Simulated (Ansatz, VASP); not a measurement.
## Two plane-wave programs on CdSe

File INCAR:

```
PREC     = Accurate       # precision mode
ENCUT    = 520            # plane-wave cutoff, eV
EDIFF    = 1E-7           # SCF threshold, eV
ISMEAR   = 0              # smearing method
SIGMA    = 0.01           # smearing width, eV
LREAL    = F              # projectors in reciprocal space
LASPH    = T              # aspherical terms in the spheres
NELM     = 100            # most SCF steps
ALGO     = Normal         # electronic algorithm
ISIF     = 2              # what is computed and relaxed
LWAVE    = F              # write WAVECAR
LCHARG   = F              # write CHGCAR
GGA      = PE             # functional
NBANDS   = 46             # bands
```

File KPOINTS:

```
Automatic mesh
0
Gamma
  12 12 2
```

The input POSCAR:

```
CdSe
1.0
    4.3392846264      0.0000000000      0.0000000000
   -2.1696423132      3.7579307207      0.0000000000
    0.0000000000      0.0000000000     14.1586988642
Cd Se
4 4
Direct
    0.0000000000      0.0000000000     -0.0002015640
    0.3333333333      0.6666666667      0.2499621337
    0.0000000000      0.0000000000      0.4997984360
    0.6666666667      0.3333333333      0.7499621337
    0.0000000000      0.0000000000      0.1874999893
    0.3333333333      0.6666666667      0.4377394409
    0.0000000000      0.0000000000      0.6874999893
    0.6666666667      0.3333333333      0.9377394409
```

Input for Ansatz:

```yaml
crystal:
  lattice:
    - [4.3392846264, 0.0, 0.0]
    - [-2.1696423132, 3.7579307207, 0.0]
    - [0.0, 0.0, 14.1586988642]
  atoms:
    - { symbol: Cd, position: [0.0, 0.0, -0.000201564] }
    - { symbol: Cd, position: [0.3333333333, 0.6666666667, 0.2499621337] }
    - { symbol: Cd, position: [0.0, 0.0, 0.499798436] }
    - { symbol: Cd, position: [0.6666666667, 0.3333333333, 0.7499621337] }
    - { symbol: Se, position: [0.0, 0.0, 0.1874999893] }
    - { symbol: Se, position: [0.3333333333, 0.6666666667, 0.4377394409] }
    - { symbol: Se, position: [0.0, 0.0, 0.6874999893] }
    - { symbol: Se, position: [0.6666666667, 0.3333333333, 0.9377394409] }
kpoints:
  mp_grid: { grid: [12, 12, 2] }
  band_path:
    path:
      - [0.0, 0.0, 0.0]
      - [0.5, 0.0, 0.0]
      - [0.3333333333, 0.3333333333, 0.0]
      - [0.0, 0.0, 0.5]
      - [0.5, 0.0, 0.5]
      - [0.3333333333, 0.3333333333, 0.5]
    npoints: 1
hamiltonian:
  xc: pbe
scf:
  occupations: { method: fixed }
  n_extra_bands: 6
output:
  forces: true
  stress: true
  eigenvalues: true
```

Alike in both runs: task single point; functional PBE; k mesh 12 × 12 × 2; no spin polarisation.

|  | VASP | Ansatz |
| --- | --- | --- |
| version | VASP 6.6.1 | Ansatz 0.2.0 |
| potentials or method | VASP PAW PBE potentials, release 64 (Cd, Se) | plane waves, PAW |
| plane-wave cutoff (eV) | 520 | 420 |
| occupations | gaussian, width 0.01 eV | fixed |
| valence electrons in the cell | 72 | 144 |

Ansatz gave:

* gap on the k mesh at the Fermi level (eV): 0.58
* pressure (GPa): 1.4

Q: What did VASP give for the same quantities?

A: gap on the k mesh at the Fermi level (eV): 0.58; pressure (GPa): 1.7.

VASP's potentials hold 72 valence electrons a cell and Ansatz's 144, so a difference there can come from the potentials and not from the codes.
